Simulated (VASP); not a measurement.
# C (Immm) in VASP: a series of runs

The runs below take C through single point, relaxation of cell and atoms, with PBE.

Everything below comes from runs of VASP 6.6.1. Logs are shortened: lines on timing, memory, paths and dates and some standing lists are left out, and cuts for length are marked.

### Step 1. The cell of the first run

The structure is orthorhombic, space group Immm (No. 71). Conventional cell: a = 2.025 Å, b = 2.042 Å, c = 2.586 Å, α = 90.00°, β = 90.00°, γ = 90.00°. Within 2.6 Å of C (site symmetry mmm) lie 14 C at 1.93 to 2.59 Å.

### Step 2. Single point, PBE

Input file INCAR:

```
PREC = Accurate
ENCUT = 520
EDIFF = 1E-6
ISMEAR = 0
SIGMA = 0.1
LREAL = False
LASPH = True
NELM = 80
ALGO = Normal
ISIF = 2
LWAVE = False
LCHARG = False
GGA = PE
NBANDS = 8
```

Input file KPOINTS:

```
Automatic mesh
0
Gamma
  12 12 12
```

Input file POSCAR:

```
C
1.0
   -1.0126940500      1.0211253100      1.2929067000
    1.0126940500     -1.0211253100      1.2929067000
    1.0126940500      1.0211253100     -1.2929067000
C
1
Direct
    0.0000000000      0.5000000000      0.5000000000
```

Potentials or basis: VASP PAW PBE potentials, release 64 (C).

Run with:

```
$ cat potpaw_PBE.64/C/POTCAR > POTCAR
$ mpirun -np 1 vasp_std > vasp.out
```

OUTCAR:

```text
PREC = Accurate
   ENCUT = 520
   EDIFF = 1E-6
   ISMEAR = 0
   LREAL = False
   LASPH = True
   NELM = 80
   ISIF = 2
   GGA = PE

 ion  position               nearest neighbor table
   1  0.000  0.500  0.500-

  LATTYP: Found a body centered orthorhombic cell.
 ALAT       =     2.0253881000
 B/A-ratio  =     1.0083255747
 C/A-ratio  =     1.2767002038

  Lattice vectors:

 A1 = (  -1.0126940500,   1.0211253100,   1.2929067000)
 A2 = (   1.0126940500,  -1.0211253100,   1.2929067000)
 A3 = (   1.0126940500,   1.0211253100,  -1.2929067000)

Analysis of symmetry for initial positions (statically):
=====================================================================
 Subroutine PRICEL returns:
 Original cell was already a primitive cell.

 Routine SETGRP: Setting up the symmetry group for a
 body centered orthorhombic supercell.

 Subroutine GETGRP returns: Found  8 space group operations
 (whereof  8 operations were pure point group operations)
 out of a pool of  8 trial point group operations.

The static configuration has the point symmetry D_2h.

Analysis of symmetry for dynamics (positions and initial velocities):
=====================================================================
 Subroutine PRICEL returns:
 Original cell was already a primitive cell.

 Routine SETGRP: Setting up the symmetry group for a
 body centered orthorhombic supercell.

 Subroutine GETGRP returns: Found  8 space group operations
 (whereof  8 operations were pure point group operations)
 out of a pool of  8 trial point group operations.

The dynamic configuration has the point symmetry D_2h.

 Subroutine INISYM returns: Found  8 space group operations
 (whereof  8 operations are pure point group operations),
 and found     1 'primitive' translations

----------------------------------------------------------------------------------------

                                     Primitive cell

  volume of cell :       5.3479

  direct lattice vectors                    reciprocal lattice vectors
    -1.012694050  1.021125310  1.292906700     0.000000000  0.489655868  0.386725508
     1.012694050 -1.021125310  1.292906700     0.493732535  0.000000000  0.386725508
     1.012694050  1.021125310 -1.292906700     0.493732535  0.489655868  0.000000000

  length of vectors
     1.933870180  1.933870180  1.933870180     0.623954716  0.627159018  0.695366583

  position of ions in fractional coordinates (direct lattice)
     0.000000000  0.500000000  0.500000000

  ion indices of the primitive-cell ions
   primitive index   ion index
                 1           1

----------------------------------------------------------------------------------------

 KPOINTS: Automatic mesh

Automatic generation of k-mesh.
 Grid dimensions read from file:
 generate k-points for:   12   12   12

 Generating k-lattice:

  Cartesian coordinates                     Fractional coordinates (reciprocal lattice)
     0.000000000  0.040804656  0.032227126     0.083333333  0.000000000  0.000000000
     0.041144378  0.000000000  0.032227126    -0.000000000  0.083333333  0.000000000
     0.041144378  0.040804656  0.000000000    -0.000000000  0.000000000  0.083333333

  Length of vectors
     0.051996226  0.052263252  0.057947215

  Shift w.r.t. Gamma in fractional coordinates (k-lattice)
     0.000000000  0.000000000  0.000000000

 Subroutine IBZKPT returns following result:
 ===========================================

 Found    280 irreducible k-points:

 Following reciprocal coordinates:
            Coordinates               Weight
  0.000000  0.000000  0.000000      1.000000
  0.083333  0.000000 -0.000000      4.000000
  0.166667  0.000000 -0.000000      4.000000
  0.250000  0.000000 -0.000000      4.000000
  0.333333  0.000000 -0.000000      4.000000
  0.416667 -0.000000  0.000000      4.000000
[... 16 lines left out ...]
  0.250000  0.166667 -0.000000      8.000000
  0.333333  0.166667 -0.000000      8.000000
 [... further k-points ...]
   k-points           NKPTS =    280   k-points in BZ     NKDIM =    280   number of bands    NBANDS=      8
   number of dos      NEDOS =    301   number of ions     NIONS =      1
   total plane-waves  NPLWV =   2744
   dimension x,y,z NGX =    14 NGY =   14 NGZ =   14
   dimension x,y,z NGXF=    28 NGYF=   28 NGZF=   28
   ions per type =               1
   NGX,Y,Z   is equivalent  to a cutoff of  12.04, 12.04, 12.04 a.u.
   NGXF,Y,Z  is equivalent  to a cutoff of  24.07, 24.07, 24.07 a.u.
 SYSTEM =  unknown system
   PREC   = accura    normal or accurate (medium, high low for compatibility)
   ISTART =      0    job   : 0-new  1-cont  2-samecut
   ICHARG =      2    charge: 1-file 2-atom 10-const
   ISPIN  =      1    spin polarized calculation?
   LNONCOLLINEAR =      F non collinear calculations
   LSORBIT =      F    spin-orbit coupling
   LASPH  =      T    aspherical Exc in radial PAW
   ENCUT  =  520.0 eV  38.22 Ry    6.18 a.u.   3.60  3.60  3.60*2*pi/ulx,y,z
   NELM   =     80;   NELMIN=  2; NELMDL= -5     # of ELM steps
   EDIFF  = 0.1E-05   stopping-criterion for ELM
   LREAL  =      F    real-space projection
   EDIFFG = 0.1E-04   stopping-criterion for IOM
   NSW    =      0    number of steps for IOM
   IBRION =     -1    ionic relax: 0-MD 1-quasi-New 2-CG
   NFREE  =      0    steps in history (QN), initial steepest desc. (CG)
   ISIF   =      2    stress and relaxation
   ISYM   =      2    0-nonsym 1-usesym 2-fastsym
   POTIM  = 0.5000    time-step for ionic-motion
   TEBEG  =    0.0;   TEEND  =   0.0 temperature during run
   PSTRESS=    0.0 pullay stress
   NELECT =       4.0000    total number of electrons
   NUPDOWN=      -1.0000    fix difference up-down
   EMIN   =  10.00;   EMAX   =-10.00  energy-range for DOS
   EFERMI =   0.00;   METHOD = LEGACY
   ISMEAR =     0;   SIGMA  =   0.10  broadening in eV -4-tet -1-fermi 0-gaus
   EFERMI_NEDOS =   21; number of points for ismear=-14 and -15
   IALGO  =     38    algorithm
   IMIX   =      4    mixing-type and parameters
     AMIX     =   0.40;   BMIX     =  1.00
     AMIX_MAG =   1.60;   BMIX_MAG =  1.00
  volume/ion in A,a.u.               =       5.35        36.09
  Fermi-wavevector in a.u.,A,eV,Ry     =   1.486050  2.808227 30.046340  2.208344
  Thomas-Fermi vector in A             =   2.599385
[... 36 lines left out ...]
      4      23.2468      0.00000
      5      46.3528      0.00000
      6      46.9053      0.00000
      7      48.2616      0.00000
      8      52.2402      0.00000

 k-point     2 :       0.0833    0.0000   -0.0000
  band No.  band energies     occupation
      1     -10.6947      2.00000
      2      21.9559      0.00000
      3      22.9163      0.00000
      4      22.9973      0.00000
      5      44.4434      0.00000
      6      47.2923      0.00000
      7      48.0716      0.00000
      8      52.7797      0.00000

 k-point     3 :       0.1667    0.0000   -0.0000
  band No.  band energies     occupation
      1      -9.6815      2.00000
      2      18.8180      0.00000
      3      22.0932      0.00000
      4      22.7176      0.00000
      5      42.2287      0.00000
      6      46.9757      0.00000
      7      49.0702      0.00000
      8      51.2365      0.00000

 k-point     4 :       0.2500    0.0000   -0.0000
  band No.  band energies     occupation
      1      -7.9983      2.00000
      2      14.4691      0.00000
      3      21.1167      0.00000
      4      22.3775      0.00000
      5      41.3855      0.00000
      6      45.0060      0.00000
      7      48.1484      0.00000
      8      51.3331      0.00000

 k-point     5 :       0.3333    0.0000   -0.0000
  band No.  band energies     occupation
      1      -5.6576      2.00000
      2       9.7557      2.00000
      3      20.2644      0.00000
      4      22.0788      0.00000
      5      41.2563      0.00000
      6      43.0593      0.00000
      7      47.1037      0.00000
      8      50.3648      0.00000

 k-point     6 :       0.4167   -0.0000    0.0000
  band No.  band energies     occupation
      1      -2.6948      2.00000
      2       5.2179      2.00000
      3      19.7014      0.00000
      4      21.8814      0.00000
      5      41.2577      0.00000
      6      41.7917      0.00000
      7      46.6879      0.00000
      8      49.4078      0.00000

 k-point     7 :       0.5000    0.0000   -0.0000
  band No.  band energies     occupation
      1       0.2348      2.00000
      2       1.7418      2.00000
      3      19.5057      0.00000
      4      21.8144      0.00000
      5      41.2485      0.00000
      6      41.3582      0.00000
      7      46.5850      0.00000
      8      49.1263      0.00000

 k-point     8 :       0.0000    0.0833    0.0000
  band No.  band energies     occupation
      1     -10.6914      2.00000
      2      22.0990      0.00000
      3      22.7300      0.00000
      4      23.0506      0.00000
      5      44.5759      0.00000
      6      46.7721      0.00000
      7      48.3349      0.00000
      8      52.7577      0.00000

 k-point     9 :       0.0833    0.0833   -0.0000
  band No.  band energies     occupation
      1     -10.0940      2.00000
      2      20.7463      0.00000
      3      21.4000      0.00000
      4      23.1140      0.00000
      5      42.3716      0.00000
      6      47.5311      0.00000
      7      48.4405      0.00000
      8      51.8145      0.00000

 k-point    10 :       0.1667    0.0833   -0.0000
  band No.  band energies     occupation
      1      -8.8237      2.00000
      2      17.3496      0.00000
      3      20.1578      0.00000
      4      22.8770      0.00000
      5      41.1471      0.00000
      6      45.5482      0.00000
      7      50.0832      0.00000
      8      51.5946      0.00000
[... 78 lines left out ...]
 k-point    18 :      -0.1667    0.0833    0.0000
  band No.  band energies     occupation
      1      -9.8592      2.00000
      2      20.1885      0.00000
      3      21.8100      0.00000
      4      22.4260      0.00000
      5      41.5059      0.00000
      6      45.6906      0.00000
      7      49.6037      0.00000
      8      50.3351      0.00000

 k-point    19 :      -0.0833    0.0833    0.0000
  band No.  band energies     occupation
      1     -10.6130      2.00000
      2      22.3175      0.00000
      3      22.5398      0.00000
      4      22.7419      0.00000
      5      43.2615      0.00000
      6      48.1688      0.00000
      7      48.9142      0.00000
      8      49.8352      0.00000

 k-point    20 :       0.0000    0.1667   -0.0000
  band No.  band energies     occupation
      1      -9.6680      2.00000
      2      19.0205      0.00000
      3      21.8993      0.00000
      4      22.7223      0.00000
      5      42.1362      0.00000
      6      46.5554      0.00000
      7      49.5009      0.00000
      8      51.0193      0.00000

 k-point    21 :       0.0833    0.1667   -0.0000
  band No.  band energies     occupation
      1      -8.8137      2.00000
      2      17.5774      0.00000
      3      19.9439      0.00000
      4      22.8478      0.00000
      5      41.0609      0.00000
      6      45.3881      0.00000
      7      50.0616      0.00000
      8      51.8274      0.00000

 k-point    22 :       0.1667    0.1667   -0.0000
  band No.  band energies     occupation
      1      -7.2900      2.00000
      2      16.1243      0.00000
      3      16.5009      0.00000
      4      22.5244      0.00000
      5      41.0849      0.00000
      6      43.2824      0.00000
      7      50.1035      0.00000
      8      51.7712      0.00000

 k-point    23 :       0.2500    0.1667   -0.0000
  band No.  band energies     occupation
      1      -5.1067      2.00000
      2      11.7298      2.00000
      3      15.6651      0.00000
      4      21.7950      0.00000
      5      41.1229      0.00000
      6      42.1093      0.00000
      7      48.3867      0.00000
      8      53.9522      0.00000

 k-point    24 :       0.3333    0.1667   -0.0000
  band No.  band energies     occupation
      1      -2.2880      2.00000
      2       7.2175      2.00000
      3      15.4098      0.00000
      4      20.9129      0.00000
      5      39.2168      0.00000
      6      43.1721      0.00000
      7      47.9282      0.00000
      8      53.7856      0.00000

 [... further k-points ...]
[... 5 lines left out ...]
  --------------------------------------------------------------------------------------
  -------------------------------------------------------------------------------------
  Total        3.3914852      3.5647636      0.7811983      0.0000000      0.0000000      0.0000000
  in kB     1016.0522227   1067.9645528    234.0385359      0.0000000      0.0000000      0.0000000
  external PRESSURE =     772.6851038 kB  Pullay stress =       0.0000000 kB

 VOLUME and BASIS-vectors are now :
 -----------------------------------------------------------------------------
  energy-cutoff  :      520.00
  volume of cell :        5.35
      direct lattice vectors                 reciprocal lattice vectors
    -1.012694050  1.021125310  1.292906700     0.000000000  0.489655868  0.386725508
     1.012694050 -1.021125310  1.292906700     0.493732535  0.000000000  0.386725508
     1.012694050  1.021125310 -1.292906700     0.493732535  0.489655868  0.000000000

 POSITION                                       TOTAL-FORCE (eV/Angst)
 -----------------------------------------------------------------------------------
      1.01269      0.00000      0.00000         0.000000      0.000000      0.000000
 -----------------------------------------------------------------------------------
    total drift:                                0.000000     -0.000000      0.000000

  FREE ENERGIE OF THE ION-ELECTRON SYSTEM (eV)
  ---------------------------------------------------
  free  energy   TOTEN  =        -4.3617438926 eV

  energy  without entropy=       -4.3599984117  energy(sigma->0) =       -4.36087115
```

Run time: 4.9 s. Hardware: 1 thread of Intel Xeon Platinum 8259CL at 2.50GHz (Skylake/Cascade Lake), shared host; peak memory 0.11 GiB.

Results:

- Free energy: -4.3617 eV
- Pressure: 77.3 GPa
- Band gap on the k mesh: zero (band 2 reaches 23.07 eV, above the bottom of band 3 at 7.61 eV)

Stress tensor (GPa, compression positive):
```
101.61   0.00   0.00
  0.00 106.80   0.00
  0.00   0.00  23.40
```

Levels at points of the mesh, in eV from the Fermi level:
```
           k point  band 1  band 2  band 3  band 4  band 5
(0.00, 0.00, 0.00)  -23.37   10.73   10.79   10.91   34.01
(0.50, 0.00, 0.00)  -12.10  -10.60    7.17    9.48   28.91
(0.00, 0.50, 0.00)  -12.05  -10.41    6.97    9.33   28.54
(0.50, 0.50, 0.00)  -10.30   -6.57    2.90    4.47   18.79
(0.50, 0.50, 0.50)   -7.86   -2.06    0.67    1.05   14.48
```

Caveat: the k points lie up to 0.36 Å⁻¹ apart.

(Part 1 of 2 ends here.)
